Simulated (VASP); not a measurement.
# VSi2 (P6_422) in VASP: notebook

Runs on VSi2. Level: PBE. Tasks: single point.

Everything below comes from runs of VASP 6.6.1. Logs are shortened: lines on timing, memory, paths and dates and some standing lists are left out, and cuts for length are marked.

**1. The cell of the first run**

The structure is hexagonal, space group P6_422 (No. 181). The conventional cell has a = 4.651 Å, b = 4.651 Å, c = 6.867 Å, α = 90.00°, β = 90.00°, γ = 120.00°. V (site symmetry 222) has 10 Si at 2.53 to 3.03 Å and 4 V at 3.26 Å within 3.3 Å. Within 2.6 Å of Si (site symmetry 2) lie 3 Si at 2.00 to 2.50 Å and 2 V at 2.53 Å.

**2. Single point, PBE (strained and its atoms moved)**

INCAR reads:

```
  ALGO = Normal
  EDIFF = 1E-6
  ENCUT = 520
  GGA = PE
  ISIF = 2
  ISMEAR = 0
  LASPH = T
  LCHARG = F
  LREAL = F
  LWAVE = F
  NBANDS = 42
  NELM = 80
  PREC = Accurate
  SIGMA = 0.1
```

KPOINTS reads:

```
k-points
0
Gamma
  9 9 6
```

POSCAR reads:

```
VSi2
1.0
    4.6514783361      0.0000000000      0.0000000000
   -2.3257391680      4.0282984042      0.0000000000
    0.0000000000      0.0000000000      6.8668224000
V Si
3 6
Direct
    0.5000000000      0.0000000000      0.0000000000
    0.5000000000      0.5000000000      0.6666666667
    0.0000000000      0.5000000000      0.3333333333
    0.1239400127      0.2478800254      0.0000000000
    0.8760599873      0.1239400127      0.6666666667
    0.7521199746      0.8760599873      0.3333333333
    0.8760599873      0.7521199746      0.0000000000
    0.1239400127      0.8760599873      0.6666666667
    0.2478800254      0.1239400127      0.3333333333
```

Potentials or basis: VASP PAW PBE potentials, release 64 (V_sv, Si).

Started as:

```sh
$ cat potpaw_PBE.64/V_sv/POTCAR potpaw_PBE.64/Si/POTCAR > POTCAR
$ mpirun -np 1 vasp_std > vasp.out
```

OUTCAR:

```text
EDIFF = 1E-6
   ENCUT = 520
   GGA = PE
   ISIF = 2
   ISMEAR = 0
   LASPH = T
   LREAL = F
   NELM = 80
   PREC = Accurate

 ion  position               nearest neighbor table
   1  0.500  0.000  0.000-   4 2.53   7 2.53   4 2.53   7 2.53   9 2.76   6 2.76   5 2.76   8 2.76
                             4 3.03   7 3.03
   2  0.500  0.500  0.667-   5 2.53   8 2.53   8 2.53   5 2.53   4 2.76   7 2.76   6 2.76   9 2.76
                             8 3.03   5 3.03
   3  0.000  0.500  0.333-   6 2.53   9 2.53   9 2.53   6 2.53   4 2.76   7 2.76   5 2.76   8 2.76
                             6 3.03   9 3.03
   4  0.124  0.248  0.000-   7 2.00   9 2.50   5 2.50   1 2.53   1 2.53   3 2.76   2 2.76   8 2.87
                             6 2.87   1 3.03   7 3.09   7 3.09
   5  0.876  0.124  0.667-   8 2.00   4 2.50   6 2.50   2 2.53   2 2.53   1 2.76   3 2.76   7 2.87
                             9 2.87   2 3.03   8 3.09   8 3.09
   6  0.752  0.876  0.333-   9 2.00   7 2.50   5 2.50   3 2.53   3 2.53   1 2.76   2 2.76   4 2.87
                             8 2.87   3 3.03   9 3.09   9 3.09
   7  0.876  0.752  0.000-   4 2.00   6 2.50   8 2.50   1 2.53   1 2.53   3 2.76   2 2.76   5 2.87
                             9 2.87   1 3.03   4 3.09   4 3.09
   8  0.124  0.876  0.667-   5 2.00   7 2.50   9 2.50   2 2.53   2 2.53   1 2.76   3 2.76   4 2.87
                             6 2.87   2 3.03   5 3.09   5 3.09
   9  0.248  0.124  0.333-   6 2.00   4 2.50   8 2.50   3 2.53   3 2.53   1 2.76   2 2.76   7 2.87
                             5 2.87   3 3.03   6 3.09   6 3.09

  LATTYP: Found a hexagonal cell.
 ALAT       =     4.6514783361
 C/A-ratio  =     1.4762666627

  Lattice vectors:

 A1 = (   4.6514783361,   0.0000000000,   0.0000000000)
 A2 = (  -2.3257391680,   4.0282984042,   0.0000000000)
 A3 = (   0.0000000000,   0.0000000000,   6.8668224000)

Analysis of symmetry for initial positions (statically):
=====================================================================
 Subroutine PRICEL returns:
 Original cell was already a primitive cell.

 Routine SETGRP: Setting up the symmetry group for a
 hexagonal supercell.

 Subroutine GETGRP returns: Found 12 space group operations
 (whereof  4 operations were pure point group operations)
 out of a pool of 24 trial point group operations.

The static configuration has the point symmetry D_2 .
 The point group associated with its full space group is D_6 .

Analysis of symmetry for dynamics (positions and initial velocities):
=====================================================================
 Subroutine PRICEL returns:
 Original cell was already a primitive cell.

 Routine SETGRP: Setting up the symmetry group for a
 hexagonal supercell.

 Subroutine GETGRP returns: Found 12 space group operations
 (whereof  4 operations were pure point group operations)
 out of a pool of 24 trial point group operations.

The dynamic configuration has the point symmetry D_2 .
 The point group associated with its full space group is D_6 .

 Subroutine INISYM returns: Found 12 space group operations
 (whereof  4 operations are pure point group operations),
 and found     1 'primitive' translations

----------------------------------------------------------------------------------------

                                     Primitive cell

  volume of cell :     128.6674

  direct lattice vectors                    reciprocal lattice vectors
     4.651478336  0.000000000  0.000000000     0.214985415  0.124121887  0.000000000
    -2.325739168  4.028298404  0.000000000     0.000000000  0.248243774  0.000000000
     0.000000000  0.000000000  6.866822400     0.000000000  0.000000000  0.145627765

  length of vectors
     4.651478336  4.651478336  6.866822400     0.248243774  0.248243774  0.145627765

  position of ions in fractional coordinates (direct lattice)
     0.500000000  0.000000000  0.000000000
     0.500000000  0.500000000  0.666666667
     1.000000000  0.500000000  0.333333333
     0.123940013  0.247880025  0.000000000
     0.876059987  0.123940013  0.666666667
     0.752119975  0.876059987  0.333333333
     0.876059987  0.752119975  0.000000000
     0.123940013  0.876059987  0.666666667
     0.247880025  0.123940013  0.333333333

  ion indices of the primitive-cell ions
   primitive index   ion index
                 1           1
                 2           2
                 3           3
                 4           4
                 5           5
                 6           6
                 7           7
                 8           8
                 9           9

----------------------------------------------------------------------------------------

 KPOINTS: k-points

Automatic generation of k-mesh.
 Grid dimensions read from file:
 generate k-points for:    9    9    6

 Generating k-lattice:

  Cartesian coordinates                     Fractional coordinates (reciprocal lattice)
     0.023887268  0.013791321  0.000000000     0.111111111 -0.000000000  0.000000000
     0.000000000  0.027582642  0.000000000     0.000000000  0.111111111  0.000000000
     0.000000000  0.000000000  0.024271294     0.000000000  0.000000000  0.166666667

  Length of vectors
     0.027582642  0.027582642  0.024271294

  Shift w.r.t. Gamma in fractional coordinates (k-lattice)
     0.000000000  0.000000000  0.000000000

 Subroutine IBZKPT returns following result:
 ===========================================

 Found     48 irreducible k-points:

 Following reciprocal coordinates:
            Coordinates               Weight
  0.000000  0.000000  0.000000      1.000000
  0.111111 -0.000000  0.000000      6.000000
  0.222222 -0.000000  0.000000      6.000000
  0.333333 -0.000000  0.000000      6.000000
  0.444444 -0.000000  0.000000      6.000000
  0.111111  0.111111  0.000000      6.000000
[... 16 lines left out ...]
  0.333333  0.222222  0.166667     24.000000
  0.333333  0.333333  0.166667      4.000000
 [... further k-points ...]
   k-points           NKPTS =     48   k-points in BZ     NKDIM =     48   number of bands    NBANDS=     42
   number of dos      NEDOS =    301   number of ions     NIONS =      9
   total plane-waves  NPLWV =  69984
   dimension x,y,z NGX =    36 NGY =   36 NGZ =   54
   dimension x,y,z NGXF=    72 NGYF=   72 NGZF=  108
   ions per type =               3   6
   NGX,Y,Z   is equivalent  to a cutoff of  12.87, 12.87, 13.07 a.u.
   NGXF,Y,Z  is equivalent  to a cutoff of  25.73, 25.73, 26.15 a.u.
 SYSTEM =  unknown system
   PREC   = accura    normal or accurate (medium, high low for compatibility)
   ISTART =      0    job   : 0-new  1-cont  2-samecut
   ICHARG =      2    charge: 1-file 2-atom 10-const
   ISPIN  =      1    spin polarized calculation?
   LNONCOLLINEAR =      F non collinear calculations
   LSORBIT =      F    spin-orbit coupling
   LASPH  =      T    aspherical Exc in radial PAW
   ENCUT  =  520.0 eV  38.22 Ry    6.18 a.u.   8.65  8.65 12.77*2*pi/ulx,y,z
   NELM   =     80;   NELMIN=  2; NELMDL= -5     # of ELM steps
   EDIFF  = 0.1E-05   stopping-criterion for ELM
   LREAL  =      F    real-space projection
   EDIFFG = 0.1E-04   stopping-criterion for IOM
   NSW    =      0    number of steps for IOM
   IBRION =     -1    ionic relax: 0-MD 1-quasi-New 2-CG
   NFREE  =      0    steps in history (QN), initial steepest desc. (CG)
   ISIF   =      2    stress and relaxation
   ISYM   =      2    0-nonsym 1-usesym 2-fastsym
   POTIM  = 0.5000    time-step for ionic-motion
   TEBEG  =    0.0;   TEEND  =   0.0 temperature during run
   PSTRESS=    0.0 pullay stress
   NELECT =      63.0000    total number of electrons
   NUPDOWN=      -1.0000    fix difference up-down
   EMIN   =  10.00;   EMAX   =-10.00  energy-range for DOS
   EFERMI =   0.00;   METHOD = LEGACY
   ISMEAR =     0;   SIGMA  =   0.10  broadening in eV -4-tet -1-fermi 0-gaus
   EFERMI_NEDOS =   21; number of points for ismear=-14 and -15
   IALGO  =     38    algorithm
   IMIX   =      4    mixing-type and parameters
     AMIX     =   0.40;   BMIX     =  1.00
     AMIX_MAG =   1.60;   BMIX_MAG =  1.00
  volume/ion in A,a.u.               =      14.30        96.48
  Fermi-wavevector in a.u.,A,eV,Ry     =   1.290324  2.438359 22.652839  1.664937
  Thomas-Fermi vector in A             =   2.422163
   LORBIT       =      0    0 simple, 1 ext, 2 COOP (PROOUT), +10 PAW based schemes
   GGA     = PE    functional components
   LHFCALC =     F    Hartree Fock is set to
   AEXX    =    0.0000 exact exchange contribution
   IVDW    =     0    specifies the selected vdW correction
   LEPSILON=     F    determine dielectric tensor
   LRPA    =     F    only Hartree local field effects (RPA)
 non-spin polarized calculation
 Gauss-broadening in eV      SIGMA  =   0.10
  energy-cutoff  :      520.00
  volume of cell :      128.67
 maximum number of plane-waves:      3499
 NGX is ok and might be reduce to    36
   NGX = 17   NGY = 17   NGZ = 25

 number of electron      62.9999965 magnetization

 Free energy of the ion-electron system (eV)
  ---------------------------------------------------
  ext. energy  EPLUGINS =         0.00000000
  ---------------------------------------------------
  free energy    TOTEN  =       -57.06651064 eV

  energy without entropy =      -57.03837909  energy(sigma->0) =      -57.05244487

 E-fermi :   9.7054     XC(G=0): -11.5724

 val. band max:        9.6761514631   @ k =   0.3333   0.3333   0.0000
 cond. band min:       9.7139297327   @ k =   0.3333   0.2222   0.0000
 fundamental gap:      0.0377782695
 Fermi energy:         9.7054382258

 k-point     1 :       0.0000    0.0000    0.0000
  band No.  band energies     occupation
      1     -54.4873      2.00000
      2     -54.4797      2.00000
      3     -54.4797      2.00000
      4     -28.4161      2.00000
      5     -28.4161      2.00000
      6     -28.3958      2.00000
[... 34 lines left out ...]
     41      11.7574      0.00000
     42      11.9220      0.00000
[... 994 lines left out ...]
      2     -54.4826      2.00000
      3     -54.4799      2.00000
      4     -28.4199      2.00000
      5     -28.4117      2.00000
      6     -28.4009      2.00000
[... 34 lines left out ...]
     41      12.2092      0.00000
     42      12.8505      0.00000

 [... further k-points ...]

------------------------ aborting loop because EDIFF is reached ----------------------------------------

  FORCE on cell =-STRESS in cart. coord.  units (eV):
  Direction    XX          YY          ZZ          XY          YZ          ZX
  --------------------------------------------------------------------------------------
  -------------------------------------------------------------------------------------
  Total       11.4674111     11.4674111    -14.0540012      0.0000000      0.0000000      0.0000000
  in kB      142.7931950    142.7931950   -175.0016397      0.0000000      0.0000000      0.0000000
  external PRESSURE =      36.8615834 kB  Pullay stress =       0.0000000 kB

 VOLUME and BASIS-vectors are now :
 -----------------------------------------------------------------------------
  energy-cutoff  :      520.00
  volume of cell :      128.67
      direct lattice vectors                 reciprocal lattice vectors
     4.651478336  0.000000000  0.000000000     0.214985415  0.124121887  0.000000000
    -2.325739168  4.028298404  0.000000000     0.000000000  0.248243774  0.000000000
     0.000000000  0.000000000  6.866822400     0.000000000  0.000000000  0.145627765

 POSITION                                       TOTAL-FORCE (eV/Angst)
 -----------------------------------------------------------------------------------
      2.32574      0.00000      0.00000         0.000000     -0.000000     -0.000000
      1.16287      2.01415      4.57788         0.000000     -0.000000     -0.000000
     -1.16287      2.01415      2.28894         0.000000     -0.000000     -0.000000
      0.00000      0.99853      0.00000         0.000000      8.564970     -0.000000
      3.78672      0.49927      4.57788        -7.417482      4.282485     -0.000000
      1.46098      3.52903      2.28894        -7.417482     -4.282485      0.000000
      2.32574      3.02976      0.00000        -0.000000     -8.564970     -0.000000
     -1.46098      3.52903      4.57788         7.417482     -4.282485      0.000000
      0.86476      0.49927      2.28894         7.417482      4.282485     -0.000000
 -----------------------------------------------------------------------------------
    total drift:                                0.000000     -0.000000     -0.000001

  FREE ENERGIE OF THE ION-ELECTRON SYSTEM (eV)
  ---------------------------------------------------
  free  energy   TOTEN  =       -57.0665106393 eV

  energy  without entropy=      -57.0383790946  energy(sigma->0) =      -57.05244487
```

Run time: 2 min. Hardware: 1 thread of Intel Xeon 6975P-C (Granite Rapids), shared host; peak memory 0.35 GiB.

What came out:

- Free energy: -57.0665 eV
- Pressure: 3.7 GPa
- Largest force: 8.565 eV/Å
- Band gap on the k mesh: zero (an odd number of electrons rules out a gap without spin polarisation)

Forces in eV/Å, atoms in the order of the input:
```
V    0.000  0.000  0.000
V    0.000  0.000  0.000
V    0.000  0.000  0.000
Si   0.000  8.565  0.000
Si  -7.417  4.282  0.000
Si  -7.417 -4.282  0.000
Si   0.000 -8.565  0.000
Si   7.417 -4.282  0.000
Si   7.417  4.282  0.000
```

Stress tensor (GPa, compression positive):
```
 14.28   0.00   0.00
  0.00  14.28   0.00
  0.00   0.00 -17.50
```

Levels at points of the mesh, in eV from the Fermi level:
| k point | band 29 | band 30 | band 31 | band 32 | band 33 | band 34 |
| --- | --- | --- | --- | --- | --- | --- |
| (0.00, 0.00, 0.00) | -2.12 | -0.56 | -0.56 | 0.21 | 0.61 | 1.47 |
| (0.00, 0.00, 0.50) | -0.68 | -0.29 | -0.29 | 0.35 | 0.35 | 1.52 |

Caveat: the cell differs from its parent crystal (strained and its atoms moved); the cell stands under pressure; forces of over 1 eV/Å act on the atoms, so gaps and moduli don't describe the material at rest.

[end of part 1 of 2]
